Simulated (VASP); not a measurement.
# Re (P6_3/mmc) in VASP: single point with PBE

Aim: the single point of Re with PBE.

Everything below comes from runs of VASP 6.6.1. Logs are shortened: lines on timing, memory, paths and dates and some standing lists are left out, and cuts for length are marked.

### Step 1. The cell of the first run

It takes space group P6_3/mmc (No. 194, hexagonal). Conventional cell: a = 2.405 Å, b = 2.405 Å, c = 3.880 Å, α = 90.00°, β = 90.00°, γ = 120.00°. Within 3.2 Å of Re (site symmetry -6m2) lie 12 Re at 2.39 to 2.41 Å.

### Step 2. Single point, PBE (volume scaled by 0.65)

File INCAR:

```
PREC = Accurate
ENCUT = 500
EDIFF = 1E-6
ISMEAR = -1
SIGMA = 0.08
LREAL = False
LASPH = True
NELM = 120
ALGO = Normal
ISIF = 2
LWAVE = False
LCHARG = False
GGA = PE
NBANDS = 22
GGA_COMPAT = False
```

File KPOINTS:

```
regular mesh
0
Gamma
  16 16 9
```

File POSCAR:

```
Re
1.0
    2.4053660355      0.0000000000      0.0000000000
   -1.2026830178      2.0831080922      0.0000000000
    0.0000000000      0.0000000000      3.8799034052
Re
2
Direct
    0.3333333333      0.6666666667      0.2500000000
    0.6666666667      0.3333333333      0.7500000000
```

Potentials or basis: VASP PAW PBE potentials, release 64 (Re_sv_GW).

Started as:

```console
$ cat potpaw_PBE.64/Re_sv_GW/POTCAR > POTCAR
$ mpirun -np 1 vasp_std > vasp.out
```

OUTCAR:

```text
PREC = Accurate
   ENCUT = 500
   EDIFF = 1E-6
   ISMEAR = -1
   LREAL = False
   LASPH = True
   NELM = 120
   ISIF = 2
   GGA = PE

 ion  position               nearest neighbor table
   1  0.333  0.667  0.250-   2 2.39   2 2.39   2 2.39   2 2.39   2 2.39   2 2.39
   2  0.667  0.333  0.750-   1 2.39   1 2.39   1 2.39   1 2.39   1 2.39   1 2.39

  LATTYP: Found a hexagonal cell.
 ALAT       =     2.4053660355
 C/A-ratio  =     1.6130199512

  Lattice vectors:

 A1 = (   2.4053660355,   0.0000000000,   0.0000000000)
 A2 = (  -1.2026830178,   2.0831080922,   0.0000000000)
 A3 = (   0.0000000000,   0.0000000000,   3.8799034052)

Analysis of symmetry for initial positions (statically):
=====================================================================
 Subroutine PRICEL returns:
 Original cell was already a primitive cell.

 Routine SETGRP: Setting up the symmetry group for a
 hexagonal supercell.

 Subroutine GETGRP returns: Found 24 space group operations
 (whereof 12 operations were pure point group operations)
 out of a pool of 24 trial point group operations.

The static configuration has the point symmetry D_3d.
 The point group associated with its full space group is D_6h.

Analysis of symmetry for dynamics (positions and initial velocities):
=====================================================================
 Subroutine PRICEL returns:
 Original cell was already a primitive cell.

 Routine SETGRP: Setting up the symmetry group for a
 hexagonal supercell.

 Subroutine GETGRP returns: Found 24 space group operations
 (whereof 12 operations were pure point group operations)
 out of a pool of 24 trial point group operations.

The dynamic configuration has the point symmetry D_3d.
 The point group associated with its full space group is D_6h.

 Subroutine INISYM returns: Found 24 space group operations
 (whereof 12 operations are pure point group operations),
 and found     1 'primitive' translations

----------------------------------------------------------------------------------------

                                     Primitive cell

  volume of cell :      19.4408

  direct lattice vectors                    reciprocal lattice vectors
     2.405366036  0.000000000  0.000000000     0.415737142  0.240025951  0.000000000
    -1.202683018  2.083108092  0.000000000     0.000000000  0.480051901  0.000000000
     0.000000000  0.000000000  3.879903405     0.000000000  0.000000000  0.257738375

  length of vectors
     2.405366036  2.405366036  3.879903405     0.480051901  0.480051901  0.257738375

  position of ions in fractional coordinates (direct lattice)
     0.333333333  0.666666667  0.250000000
     0.666666667  0.333333333  0.750000000

  ion indices of the primitive-cell ions
   primitive index   ion index
                 1           1
                 2           2

----------------------------------------------------------------------------------------

 KPOINTS: regular mesh

Automatic generation of k-mesh.
 Grid dimensions read from file:
 generate k-points for:   16   16    9

 Generating k-lattice:

  Cartesian coordinates                     Fractional coordinates (reciprocal lattice)
     0.025983571  0.015001622  0.000000000     0.062500000  0.000000000  0.000000000
     0.000000000  0.030003244  0.000000000     0.000000000  0.062500000  0.000000000
     0.000000000  0.000000000  0.028637597     0.000000000  0.000000000  0.111111111

  Length of vectors
     0.030003244  0.030003244  0.028637597

  Shift w.r.t. Gamma in fractional coordinates (k-lattice)
     0.000000000  0.000000000  0.000000000

 Subroutine IBZKPT returns following result:
 ===========================================

 Found    150 irreducible k-points:

 Following reciprocal coordinates:
            Coordinates               Weight
  0.000000  0.000000  0.000000      1.000000
  0.062500 -0.000000  0.000000      6.000000
  0.125000 -0.000000  0.000000      6.000000
  0.187500 -0.000000  0.000000      6.000000
  0.250000 -0.000000  0.000000      6.000000
  0.312500 -0.000000  0.000000      6.000000
[... 16 lines left out ...]
  0.187500  0.187500  0.000000      6.000000
  0.250000  0.187500  0.000000     12.000000
 [... further k-points ...]
   k-points           NKPTS =    150   k-points in BZ     NKDIM =    150   number of bands    NBANDS=     22
   number of dos      NEDOS =    301   number of ions     NIONS =      2
   total plane-waves  NPLWV =   9072
   dimension x,y,z NGX =    18 NGY =   18 NGZ =   28
   dimension x,y,z NGXF=    36 NGYF=   36 NGZF=   56
   ions per type =               2
   NGX,Y,Z   is equivalent  to a cutoff of  12.44, 12.44, 12.00 a.u.
   NGXF,Y,Z  is equivalent  to a cutoff of  24.88, 24.88, 23.99 a.u.
 SYSTEM =  unknown system
   PREC   = accura    normal or accurate (medium, high low for compatibility)
   ISTART =      0    job   : 0-new  1-cont  2-samecut
   ICHARG =      2    charge: 1-file 2-atom 10-const
   ISPIN  =      1    spin polarized calculation?
   LNONCOLLINEAR =      F non collinear calculations
   LSORBIT =      F    spin-orbit coupling
   LASPH  =      T    aspherical Exc in radial PAW
   ENCUT  =  500.0 eV  36.75 Ry    6.06 a.u.   4.39  4.39  7.07*2*pi/ulx,y,z
   NELM   =    120;   NELMIN=  2; NELMDL= -5     # of ELM steps
   EDIFF  = 0.1E-05   stopping-criterion for ELM
   LREAL  =      F    real-space projection
   EDIFFG = 0.1E-04   stopping-criterion for IOM
   NSW    =      0    number of steps for IOM
   IBRION =     -1    ionic relax: 0-MD 1-quasi-New 2-CG
   NFREE  =      0    steps in history (QN), initial steepest desc. (CG)
   ISIF   =      2    stress and relaxation
   ISYM   =      2    0-nonsym 1-usesym 2-fastsym
   POTIM  = 0.5000    time-step for ionic-motion
   TEBEG  =    0.0;   TEEND  =   0.0 temperature during run
   PSTRESS=    0.0 pullay stress
   NELECT =      30.0000    total number of electrons
   NUPDOWN=      -1.0000    fix difference up-down
   EMIN   =  10.00;   EMAX   =-10.00  energy-range for DOS
   EFERMI =   0.00;   METHOD = LEGACY
   ISMEAR =    -1;   SIGMA  =   0.08  broadening in eV -4-tet -1-fermi 0-gaus
   EFERMI_NEDOS =   21; number of points for ismear=-14 and -15
   IALGO  =     38    algorithm
   IMIX   =      4    mixing-type and parameters
     AMIX     =   0.40;   BMIX     =  1.00
     AMIX_MAG =   1.60;   BMIX_MAG =  1.00
  volume/ion in A,a.u.               =       9.72        65.60
  Fermi-wavevector in a.u.,A,eV,Ry     =   1.891809  3.575001 48.694452  3.578941
  Thomas-Fermi vector in A             =   2.932868
   LORBIT       =      0    0 simple, 1 ext, 2 COOP (PROOUT), +10 PAW based schemes
   GGA     = PE    functional components
   LHFCALC =     F    Hartree Fock is set to
   AEXX    =    0.0000 exact exchange contribution
   IVDW    =     0    specifies the selected vdW correction
   LEPSILON=     F    determine dielectric tensor
   LRPA    =     F    only Hartree local field effects (RPA)
 non-spin polarized calculation
  energy-cutoff  :      500.00
  volume of cell :       19.44
 maximum number of plane-waves:       525
 NGX is ok and might be reduce to    18
   NGX =  9   NGY =  9   NGZ = 15

 number of electron      29.9999998 magnetization

 Free energy of the ion-electron system (eV)
  ---------------------------------------------------
  ext. energy  EPLUGINS =         0.00000000
  ---------------------------------------------------
  free energy    TOTEN  =       -19.26532459 eV

  energy without entropy =      -19.24056463  energy(sigma->0) =      -19.25294461

 E-fermi :  21.5790     XC(G=0): -16.8751

 val. band max:       21.5397151101   @ k =   0.3125   0.0625   0.2222
 cond. band min:      21.6089495579   @ k =   0.1875   0.0625   0.2222
 fundamental gap:      0.0692344478
 Fermi energy:        21.5790034098

 k-point     1 :       0.0000    0.0000    0.0000
  band No.  band energies     occupation
      1     -58.7488      2.00000
      2     -58.0378      2.00000
      3     -23.0615      2.00000
      4     -19.2170      2.00000
      5     -19.2170      2.00000
      6     -18.6249      2.00000
[... 14 lines left out ...]
     21      34.6098      0.00000
     22      36.0792      0.00000

 k-point     2 :       0.0625   -0.0000    0.0000
  band No.  band energies     occupation
      1     -58.7268      2.00000
      2     -58.0271      2.00000
      3     -23.0098      2.00000
      4     -19.3596      2.00000
      5     -19.2612      2.00000
      6     -18.7699      2.00000
[... 14 lines left out ...]
     21      35.2393      0.00000
     22      36.5171      0.00000

 k-point     3 :       0.1250   -0.0000    0.0000
  band No.  band energies     occupation
      1     -58.6646      2.00000
      2     -57.9982      2.00000
      3     -22.8612      2.00000
      4     -19.7613      2.00000
      5     -19.3837      2.00000
      6     -19.1720      2.00000
[... 14 lines left out ...]
     21      36.9717      0.00000
     22      37.4782      0.00000

 k-point     4 :       0.1875   -0.0000    0.0000
  band No.  band energies     occupation
      1     -58.5683      2.00000
      2     -57.9567      2.00000
      3     -22.6236      2.00000
      4     -20.3440      2.00000
      5     -19.7374      2.00000
      6     -19.5551      2.00000
[... 14 lines left out ...]
     21      37.7997      0.00000
     22      39.0950      0.00000

 k-point     5 :       0.2500   -0.0000    0.0000
  band No.  band energies     occupation
      1     -58.4494      2.00000
      2     -57.9118      2.00000
      3     -22.3134      2.00000
      4     -21.0021      2.00000
      5     -20.3619      2.00000
      6     -19.7473      2.00000
[... 417 lines left out ...]
 k-point    22 :       0.4375    0.1250    0.0000
  band No.  band energies     occupation
      1     -58.0461      2.00000
      2     -57.8473      2.00000
      3     -22.4605      2.00000
      4     -21.7040      2.00000
      5     -21.0179      2.00000
      6     -20.5170      2.00000
[... 14 lines left out ...]
     21      35.8034      0.00000
     22      36.3204      0.00000

 k-point    23 :       0.1875    0.1875    0.0000
  band No.  band energies     occupation
      1     -58.2921      2.00000
      2     -57.8651      2.00000
      3     -21.8682      2.00000
      4     -21.3025      2.00000
      5     -21.2576      2.00000
      6     -19.9893      2.00000
[... 14 lines left out ...]
     21      38.8414      0.00000
     22      39.6645      0.00000

 k-point    24 :       0.2500    0.1875    0.0000
  band No.  band energies     occupation
      1     -58.1807      2.00000
      2     -57.8453      2.00000
      3     -21.7586      2.00000
      4     -21.5177      2.00000
      5     -21.4518      2.00000
      6     -20.3013      2.00000
[... 14 lines left out ...]
     21      38.5594      0.00000
     22      38.7701      0.00000

 [... further k-points ...]
[... 5 lines left out ...]
  --------------------------------------------------------------------------------------
  -------------------------------------------------------------------------------------
  Total       47.1645270     47.1645271     47.2142903     -0.0000000      0.0000000      0.0000000
  in kB     3886.9788044   3886.9788046   3891.0799543     -0.0000001      0.0000000      0.0000000
  external PRESSURE =    3888.3458544 kB  Pullay stress =       0.0000000 kB

 VOLUME and BASIS-vectors are now :
 -----------------------------------------------------------------------------
  energy-cutoff  :      500.00
  volume of cell :       19.44
      direct lattice vectors                 reciprocal lattice vectors
     2.405366036  0.000000000  0.000000000     0.415737142  0.240025951  0.000000000
    -1.202683018  2.083108092  0.000000000     0.000000000  0.480051901  0.000000000
     0.000000000  0.000000000  3.879903405     0.000000000  0.000000000  0.257738375

 POSITION                                       TOTAL-FORCE (eV/Angst)
 -----------------------------------------------------------------------------------
     -0.00000      1.38874      0.96998         0.000000     -0.000000      0.000000
      1.20268      0.69437      2.90993        -0.000000      0.000000      0.000000
 -----------------------------------------------------------------------------------
    total drift:                               -0.000000      0.000000     -0.000000

  FREE ENERGIE OF THE ION-ELECTRON SYSTEM (eV)
  ---------------------------------------------------
  free  energy   TOTEN  =       -19.2653245905 eV

  energy  without entropy=      -19.2405646261  energy(sigma->0) =      -19.25294461
```

Run time: 75 s. Hardware: 1 thread of Intel Xeon Platinum 8259CL at 2.50GHz (Skylake/Cascade Lake), shared host; peak memory 0.17 GiB.

What came out:

```yaml
Free_energy: -19.2653 eV
Pressure: 388.8 GPa
Band_gap_on_the_k_mesh: zero (band 15 reaches 24.56 eV, above the bottom of band 16 at 18.75 eV)
```

Stress tensor (GPa, compression positive):
```
388.70   0.00   0.00
  0.00 388.70   0.00
  0.00   0.00 389.11
```

Caveat: spin-orbit coupling is left out, which moves the levels of the heavy elements.
